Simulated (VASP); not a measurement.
# C in VASP: further runs

C is run at these levels: PBE; tasks: single point, relaxation of the atoms.

Program: VASP 6.6.1. These are calculated values, not measurements. Logs are shortened: lines on timing, memory, paths and dates and some standing lists are left out, and cuts for length are marked.

### Step 1. The cell of the first run

The cell holds a wire or tube with vacuum around it, 21 atoms: a = 8.544 Å, b = 8.872 Å, c = 20.279 Å, α = 90.00°, β = 90.00°, γ = 103.93°.

### Step 2. Single point, PBE

Input file INCAR:

```
SYSTEM = C
PREC = Accurate ; ENCUT = 520
EDIFF = 1E-6 ; ISMEAR = 0
SIGMA = 0.1 ; LREAL = Auto
LASPH = .TRUE. ; NELM = 100
ALGO = Normal ; ISIF = 2
LWAVE = .FALSE. ; LCHARG = .FALSE.
LDIPOL = .TRUE. ; IDIPOL = 3
DIPOL = 0.5 0.5 0.325 ; GGA = PE
NBANDS = 58
```

Input file KPOINTS:

```
Automatic mesh
0
G
  4 3 1
  0 0 0
```

Input file POSCAR:

```
C
1.0
    8.5436715397      0.0000000000      0.0000000000
   -2.1359178849      8.6110540261      0.0000000000
    0.0000000000      0.0000000000     20.2788007832
C
21
Direct
    0.0782061927      0.9794914374      0.1972503228
    0.5782061927      0.9794914374      0.1972503228
    0.4115395260      0.9794914374      0.1972503228
    0.9115395260      0.9794914374      0.1972503228
    0.3230790521      0.9589828749      0.2574344515
    0.8230790521      0.9589828749      0.2574344515
    0.1564123854      0.9589828749      0.2574344515
    0.6564123854      0.9589828749      0.2574344515
    0.0669021140      0.9383828210      0.3175270363
    0.5669021140      0.9383828210      0.3175270363
    0.4022889475      0.9383826198      0.3175270428
    0.9022889475      0.9383826198      0.3175270428
    0.3111130272      0.9176686575      0.3778997954
    0.8111130272      0.9176686575      0.3778997954
    0.1477209690      0.9176686633      0.3778997232
    0.6477209690      0.9176686633      0.3778997232
    0.0473696781      0.8987954720      0.4329048592
    0.5473696781      0.8987954720      0.4329048592
    0.4020261490      0.8987947670      0.4329053220
    0.9020261490      0.8987947670      0.4329053220
    0.1723696781      0.8987954720      0.4838643218
```

Potentials or basis: VASP PAW PBE potentials, release 64 (C).

The run is started by

```bash
cat potpaw_PBE.64/C/POTCAR > POTCAR
mpirun -np 1 vasp_std > vasp.out
```

OUTCAR:

```text
SYSTEM = C
   PREC = Accurate
   ENCUT = 520
   EDIFF = 1E-6
   ISMEAR = 0
   LREAL = Auto
   LASPH = .TRUE.
   NELM = 100
   ISIF = 2
   GGA = PE

 ion  position               nearest neighbor table
   1  0.078  0.979  0.197-   7 1.42   4 1.42
   2  0.578  0.979  0.197-   8 1.42   3 1.42
   3  0.412  0.979  0.197-   5 1.42   2 1.42
   4  0.912  0.979  0.197-   6 1.42   1 1.42
   5  0.323  0.959  0.257-   3 1.42   7 1.42  11 1.43
   6  0.823  0.959  0.257-   4 1.42   8 1.42  12 1.43
   7  0.156  0.959  0.257-   1 1.42   5 1.42   9 1.43
   8  0.656  0.959  0.257-   2 1.42   6 1.42  10 1.43
   9  0.067  0.938  0.318-  12 1.41   7 1.43  15 1.44
  10  0.567  0.938  0.318-  11 1.41   8 1.43  16 1.44
  11  0.402  0.938  0.318-  10 1.41   5 1.43  13 1.44
  12  0.902  0.938  0.318-   9 1.41   6 1.43  14 1.44
  13  0.311  0.918  0.378-  19 1.39  15 1.40  11 1.44
  14  0.811  0.918  0.378-  20 1.39  16 1.40  12 1.44
  15  0.148  0.918  0.378-  17 1.39  13 1.40   9 1.44
  16  0.648  0.918  0.378-  18 1.39  14 1.40  10 1.44
  17  0.047  0.899  0.433-  20 1.24  15 1.39  21 1.49
  18  0.547  0.899  0.433-  19 1.24  16 1.39
  19  0.402  0.899  0.433-  18 1.24  13 1.39
  20  0.902  0.899  0.433-  17 1.24  14 1.39
  21  0.172  0.899  0.484-  17 1.49

  LATTYP: Found a simple monoclinic cell.
 ALAT       =     8.5436715397
 B/A-ratio  =     2.3735463950
 C/A-ratio  =     1.0384295173
 COS(beta)  =    -0.2407481643

  Lattice vectors:

 A1 = (   8.5436715397,   0.0000000000,   0.0000000000)
 A2 = (   0.0000000000,   0.0000000000, -20.2788007832)
 A3 = (  -2.1359178849,   8.6110540261,   0.0000000000)

Analysis of symmetry for initial positions (statically):
=====================================================================
 Subroutine PRICEL returns:
 Original cell was already a primitive cell.

 Routine SETGRP: Setting up the symmetry group for a
 simple monoclinic supercell.

 Subroutine GETGRP returns: Found  1 space group operations
 (whereof  1 operations were pure point group operations)
 out of a pool of  4 trial point group operations.

The static configuration has the point symmetry C_1 .

Analysis of symmetry for dynamics (positions and initial velocities):
=====================================================================
 Subroutine PRICEL returns:
 Original cell was already a primitive cell.

 Routine SETGRP: Setting up the symmetry group for a
 simple monoclinic supercell.

 Subroutine GETGRP returns: Found  1 space group operations
 (whereof  1 operations were pure point group operations)
 out of a pool of  4 trial point group operations.

The dynamic configuration has the point symmetry C_1 .

 Subroutine INISYM returns: Found  1 space group operations
 (whereof  1 operations are pure point group operations),
 and found     1 'primitive' translations

----------------------------------------------------------------------------------------

                                     Primitive cell

  volume of cell :    1491.9117

  direct lattice vectors                    reciprocal lattice vectors
     8.543671540  0.000000000  0.000000000     0.117045698  0.029032451  0.000000000
    -2.135917885  8.611054026  0.000000000     0.000000000  0.116129802  0.000000000
     0.000000000  0.000000000 20.278800783     0.000000000  0.000000000  0.049312581

  length of vectors
     8.543671540  8.872000713 20.278800783     0.120592614  0.116129802  0.049312581

  position of ions in fractional coordinates (direct lattice)
     0.078206193  0.979491437  0.197250323
     0.578206193  0.979491437  0.197250323
     0.411539526  0.979491437  0.197250323
     0.911539526  0.979491437  0.197250323
     0.323079052  0.958982875  0.257434452
     0.823079052  0.958982875  0.257434452
[... 13 lines left out ...]
     0.902026149  0.898794767  0.432905322
     0.172369678  0.898795472  0.483864322

  ion indices of the primitive-cell ions
   primitive index   ion index
                 1           1
                 2           2
                 3           3
                 4           4
                 5           5
                 6           6
[... 13 lines left out ...]
                20          20
                21          21

----------------------------------------------------------------------------------------

 KPOINTS: Automatic mesh

Automatic generation of k-mesh.
 Grid dimensions read from file:
 generate k-points for:    4    3    1

 Generating k-lattice:

  Cartesian coordinates                     Fractional coordinates (reciprocal lattice)
     0.029261425  0.007258113  0.000000000     0.250000000  0.000000000  0.000000000
     0.000000000  0.038709934  0.000000000     0.000000000  0.333333333  0.000000000
     0.000000000  0.000000000  0.049312581     0.000000000  0.000000000  1.000000000

  Length of vectors
     0.030148154  0.038709934  0.049312581

  Shift w.r.t. Gamma in fractional coordinates (k-lattice)
     0.000000000  0.000000000  0.000000000

 Subroutine IBZKPT returns following result:
 ===========================================

 Found      7 irreducible k-points:

 Following reciprocal coordinates:
            Coordinates               Weight
  0.000000  0.000000  0.000000      1.000000
  0.250000  0.000000  0.000000      2.000000
  0.500000  0.000000  0.000000      1.000000
  0.000000  0.333333  0.000000      2.000000
  0.250000  0.333333  0.000000      2.000000
  0.500000  0.333333  0.000000      2.000000
 -0.250000  0.333333  0.000000      2.000000
   k-points           NKPTS =      7   k-points in BZ     NKDIM =      7   number of bands    NBANDS=     58
   number of dos      NEDOS =    301   number of ions     NIONS =     21
   total plane-waves  NPLWV = 716800
   dimension x,y,z NGX =    64 NGY =   70 NGZ =  160
   dimension x,y,z NGXF=   128 NGYF=  140 NGZF=  320
   ions per type =              21
   NGX,Y,Z   is equivalent  to a cutoff of  12.45, 13.12, 13.12 a.u.
   NGXF,Y,Z  is equivalent  to a cutoff of  24.91, 26.23, 26.23 a.u.
 SYSTEM =  C
   PREC   = accura    normal or accurate (medium, high low for compatibility)
   ISTART =      0    job   : 0-new  1-cont  2-samecut
   ICHARG =      2    charge: 1-file 2-atom 10-const
   ISPIN  =      1    spin polarized calculation?
   LNONCOLLINEAR =      F non collinear calculations
   LSORBIT =      F    spin-orbit coupling
   LASPH  =      T    aspherical Exc in radial PAW
   ENCUT  =  520.0 eV  38.22 Ry    6.18 a.u.  15.89 16.50 37.71*2*pi/ulx,y,z
   NELM   =    100;   NELMIN=  2; NELMDL= -5     # of ELM steps
   EDIFF  = 0.1E-05   stopping-criterion for ELM
   LREAL  =      T    real-space projection
   EDIFFG = 0.1E-04   stopping-criterion for IOM
   NSW    =      0    number of steps for IOM
   IBRION =     -1    ionic relax: 0-MD 1-quasi-New 2-CG
   NFREE  =      0    steps in history (QN), initial steepest desc. (CG)
   ISIF   =      2    stress and relaxation
   ISYM   =      2    0-nonsym 1-usesym 2-fastsym
   POTIM  = 0.5000    time-step for ionic-motion
   TEBEG  =    0.0;   TEEND  =   0.0 temperature during run
   PSTRESS=    0.0 pullay stress
   NELECT =      84.0000    total number of electrons
   NUPDOWN=      -1.0000    fix difference up-down
   EMIN   =  10.00;   EMAX   =-10.00  energy-range for DOS
   EFERMI =   0.00;   METHOD = LEGACY
   ISMEAR =     0;   SIGMA  =   0.10  broadening in eV -4-tet -1-fermi 0-gaus
   EFERMI_NEDOS =   21; number of points for ismear=-14 and -15
   IALGO  =     38    algorithm
   IMIX   =      4    mixing-type and parameters
     AMIX     =   0.40;   BMIX     =  1.00
     AMIX_MAG =   1.60;   BMIX_MAG =  1.00
  volume/ion in A,a.u.               =      71.04       479.42
  Fermi-wavevector in a.u.,A,eV,Ry     =   0.627461  1.185730  5.356717  0.393708
  Thomas-Fermi vector in A             =   1.689069
   LORBIT       =      0    0 simple, 1 ext, 2 COOP (PROOUT), +10 PAW based schemes
   GGA     = PE    functional components
   LHFCALC =     F    Hartree Fock is set to
   AEXX    =    0.0000 exact exchange contribution
   IVDW    =     0    specifies the selected vdW correction
   LEPSILON=     F    determine dielectric tensor
   LRPA    =     F    only Hartree local field effects (RPA)
 non-spin polarized calculation
 Gauss-broadening in eV      SIGMA  =   0.10
  energy-cutoff  :      520.00
  volume of cell :     1491.91
 maximum number of plane-waves:     40207
   NGX = 31   NGY = 33   NGZ = 75

 dipolmoment           0.000000      0.000000      0.003029 electrons x Angstroem

 number of electron      83.9999999 magnetization

 dipolmoment           0.000000      0.000000     -0.186211 electrons x Angstroem

 Free energy of the ion-electron system (eV)
  ---------------------------------------------------
  ext. energy  EPLUGINS =         0.00000000
  ---------------------------------------------------
  free energy    TOTEN  =      -169.74494340 eV

  energy without entropy =     -169.73321587  energy(sigma->0) =     -169.73907963

 E-fermi :  -4.5357     XC(G=0):  -2.0757

 val. band max:       -4.6454360089   @ k =   0.0000   0.0000   0.0000
 cond. band min:      -4.3965051073   @ k =   0.0000   0.0000   0.0000
 fundamental gap:      0.2489309017
 Fermi energy:        -4.5356675601

 k-point     1 :       0.0000    0.0000    0.0000
  band No.  band energies     occupation
      1     -23.3215      2.00000
      2     -22.1264      2.00000
      3     -21.7142      2.00000
      4     -21.4022      2.00000
      5     -20.3534      2.00000
      6     -19.8859      2.00000
[... 46 lines left out ...]
     53      -0.1756      0.00000
     54       0.7759      0.00000

 k-point     2 :       0.2500    0.0000    0.0000
  band No.  band energies     occupation
      1     -23.2466      2.00000
      2     -22.4910      2.00000
      3     -21.5467      2.00000
      4     -21.0240      2.00000
      5     -20.6438      2.00000
      6     -19.4337      2.00000
[... 277 lines left out ...]
 k-point     7 :      -0.2500    0.3333    0.0000
  band No.  band energies     occupation
      1     -23.2466      2.00000
      2     -22.4910      2.00000
      3     -21.5467      2.00000
      4     -21.0240      2.00000
      5     -20.6438      2.00000
      6     -19.4337      2.00000
[... 46 lines left out ...]
     53       0.1555      0.00000
     54       0.8538      0.00000
 [bands above 54 left out]

------------------------ aborting loop because EDIFF is reached ----------------------------------------

 vacuum level on the upper side and lower side of the slab       (xc-potential included)        -0.233         0.214

  FORCE on cell =-STRESS in cart. coord.  units (eV):
  Direction    XX          YY          ZZ          XY          YZ          ZX
  --------------------------------------------------------------------------------------
  -------------------------------------------------------------------------------------
  Total       -1.9233373     -0.0525094      3.3667213      0.5463908     -0.5169090     -4.8568002
  in kB       -2.0654891     -0.0563903      3.6155521      0.5867739     -0.5551132     -5.2157611
  external PRESSURE =       0.4978909 kB  Pullay stress =       0.0000000 kB

 VOLUME and BASIS-vectors are now :
 -----------------------------------------------------------------------------
  energy-cutoff  :      520.00
  volume of cell :     1491.91
      direct lattice vectors                 reciprocal lattice vectors
     8.543671540  0.000000000  0.000000000     0.117045698  0.029032451  0.000000000
    -2.135917885  8.611054026  0.000000000     0.000000000  0.116129802  0.000000000
     0.000000000  0.000000000 20.278800783     0.000000000  0.000000000  0.049312581

 POSITION                                       TOTAL-FORCE (eV/Angst)
 -----------------------------------------------------------------------------------
     -1.42395      8.43445      4.00000        -6.829645     -0.150899      0.979038
      2.84789      8.43445      4.00000        -6.773756     -0.163609      1.267171
      1.42395      8.43445      4.00000         6.926864     -0.175778      1.085821
      5.69578      8.43445      4.00000         7.007426     -0.144389      1.009234
      0.71197      8.25785      5.22046        -0.400605      0.160519     -1.051890
      4.98381      8.25785      5.22046        -0.240525      0.087182     -0.701249
[... 13 lines left out ...]
      5.78686      7.73957      8.77880        -8.745968     -0.088838      0.306959
     -0.44708      7.73958      9.81219        -1.053463     -0.108590      0.045163
 -----------------------------------------------------------------------------------
    total drift:                               -0.042241      0.003603     -0.019841

  FREE ENERGIE OF THE ION-ELECTRON SYSTEM (eV)
  ---------------------------------------------------
  free  energy   TOTEN  =      -169.7449433953 eV

  energy  without entropy=     -169.7332158656  energy(sigma->0) =     -169.73907963

 vacuum level on the upper side and lower side of the slab         1.107         1.566
```

Wall time 49 min (1 thread of Intel Xeon 8259CL, shared host); peak memory 1.3 GiB.

Results:

```
Free energy            : -169.7449 eV
Largest force          : 10.558 eV/Å
Band gap on the k mesh : 0.25 eV
```

Forces on the atoms (eV/Å):
```
C   -6.830 -0.151  0.979
C   -6.774 -0.164  1.267
C    6.927 -0.176  1.086
C    7.007 -0.144  1.009
C   -0.401  0.161 -1.052
C   -0.241  0.087 -0.701
C    0.496  0.207 -1.369
C    0.356  0.176 -1.349
C    0.536  0.045  0.178
C    0.023  0.040  0.064
C   -0.329  0.049 -0.211
C   -0.202  0.131 -0.807
C    0.323  0.057 -1.273
C    0.958 -0.054  0.261
C    0.181  0.479 -4.435
C   -0.154  0.023 -0.346
C    9.517 -0.387  4.554
C    2.417 -0.033  0.931
C   -4.012 -0.148  0.860
C   -8.746 -0.089  0.307
C   -1.053 -0.109  0.045
```

### Step 3. Relaxation of the atoms, PBE

Input file INCAR:

```
PREC = Accurate
ENCUT = 520
EDIFF = 1E-7
ISMEAR = 0
SIGMA = 0.1
LREAL = F
LASPH = T
NELM = 120
ALGO = Normal
ISIF = 2
LWAVE = F
LCHARG = F
LDIPOL = T
IDIPOL = 3
DIPOL = 0.5 0.5 0.325
GGA = PE
IBRION = 2
NSW = 36
EDIFFG = -0.025
GGA_COMPAT = F
NELMIN = 4
NELMDL = -8
KPAR = 4
```

Input file KPOINTS:

```
regular mesh
0
Gamma
  4 3 1
```

Input file POSCAR:

```
C
1.0
    8.5436715397      0.0000000000      0.0000000000
   -2.1359178849      8.6110540261      0.0000000000
    0.0000000000      0.0000000000     20.2788007832
C
21
Selective dynamics
Direct
    0.0782061927      0.9794914374      0.1972503228  F F F
    0.5782061927      0.9794914374      0.1972503228  F F F
    0.4115395260      0.9794914374      0.1972503228  F F F
    0.9115395260      0.9794914374      0.1972503228  F F F
    0.3230790521      0.9589828749      0.2574344515  F F F
    0.8230790521      0.9589828749      0.2574344515  F F F
    0.1564123854      0.9589828749      0.2574344515  F F F
    0.6564123854      0.9589828749      0.2574344515  F F F
    0.0669021140      0.9383828210      0.3175270363  F F F
    0.5669021140      0.9383828210      0.3175270363  F F F
    0.4022889475      0.9383826198      0.3175270428  F F F
    0.9022889475      0.9383826198      0.3175270428  F F F
    0.3111130272      0.9176686575      0.3778997954  F F F
    0.8111130272      0.9176686575      0.3778997954  F F F
    0.1477209690      0.9176686633      0.3778997232  F F F
    0.6477209690      0.9176686633      0.3778997232  F F F
    0.0473696781      0.8987954720      0.4329048592  F F F
    0.5473696781      0.8987954720      0.4329048592  F F F
    0.4020261490      0.8987947670      0.4329053220  F F F
    0.9020261490      0.8987947670      0.4329053220  F F F
    0.4223696781      0.8987954720      0.5006364011  F F T
```

Potentials or basis: VASP PAW PBE potentials, release 64 (C).

The run is started by

```bash
cat potpaw_PBE.64/C/POTCAR > POTCAR
mpirun -np 4 vasp_std > vasp.out
```

Run time: 16 min. Hardware: 4 MPI ranks of Intel Xeon 6975P-C (Granite Rapids), shared host; peak memory 1.5 GiB.

Results (log left out):

| Quantity | Value |
| --- | --- |
| Free energy | -171.7431 eV |
| Energy gained by relaxing | 0.2 meV/atom |
| Ionic steps | 3 |
| Band gap on the k mesh | 0.12 eV |

Step by step:
```csv
step,energy change (eV),largest force on free atoms (eV/Å),pressure (GPa)
1,0.0000,0.5819,0.04
2,0.0001,0.6188,0.10
3,-0.0042,0.0003,0.07
```

Final structure:
```
CELL_PARAMETERS angstrom
8.54367 0.00000 0.00000
-2.13592 8.61105 0.00000
0.00000 0.00000 20.27880
ATOMIC_POSITIONS crystal
C 0.07821 0.97949 0.19725
C 0.57821 0.97949 0.19725
C 0.41154 0.97949 0.19725
C 0.91154 0.97949 0.19725
C 0.32308 0.95898 0.25743
C 0.82308 0.95898 0.25743
C 0.15641 0.95898 0.25743
C 0.65641 0.95898 0.25743
C 0.06690 0.93838 0.31753
C 0.56690 0.93838 0.31753
C 0.40229 0.93838 0.31753
C 0.90229 0.93838 0.31753
C 0.31111 0.91767 0.37790
C 0.81111 0.91767 0.37790
C 0.14772 0.91767 0.37790
C 0.64772 0.91767 0.37790
C 0.04737 0.89880 0.43290
C 0.54737 0.89880 0.43290
C 0.40203 0.89879 0.43291
C 0.90203 0.89879 0.43291
C 0.42237 0.89880 0.49994
```

Levels at points of the mesh, in eV from the valence-band top:
```
           k point  band 40  band 41  band 42  band 43  band 44  band 45
(0.00, 0.00, 0.00)    -0.90    -0.64     0.00     0.13     1.05     1.21
(0.50, 0.00, 0.00)    -1.14    -1.12    -0.62     0.64     0.79     1.51
```
